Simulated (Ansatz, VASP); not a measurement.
Ba3Hf: VASP beside Ansatz

```
Ba Hf
1.0
     5.05985    0.00000    0.00000
     0.00000    5.05985    0.00000
     0.00000    0.00000    5.05985
Ba Hf
3 1
Cartesian
  0.0000 2.5299 2.5299
  2.5299 0.0000 2.5299
  2.5299 2.5299 0.0000
  0.0000 0.0000 0.0000
```

Alike in both runs: task single point; functional PBE; k mesh 4 × 4 × 4; occupations gaussian, width 0.1 eV; no spin polarisation.

|  | VASP | Ansatz |
| --- | --- | --- |
| version | VASP 6.6.1 | Ansatz 0.2.0 |
| potentials or method | VASP PAW PBE potentials, release 64 (Ba_sv, Hf_pv), cutoff 520 eV | scalar-relativistic, plane waves, PAW |
| valence electrons in the cell | 40 | 56 |

Ansatz gave:

| Property | Result |
| --- | --- |
| gap on the k mesh at the Fermi level (eV) | none |
| pressure (GPa) | 6.6 |

Q: Which values does VASP return?

A: gap on the k mesh at the Fermi level (eV): none; pressure (GPa): 7.7.

A gap of «none» marks a metal or a gap that the smearing closes. The functional is the same, so the differences come from potentials, cutoffs and numerics. VASP's potentials hold 40 valence electrons a cell and Ansatz's 56, so a difference there can come from the potentials and not from the codes.

Neither program's run includes spin-orbit coupling.
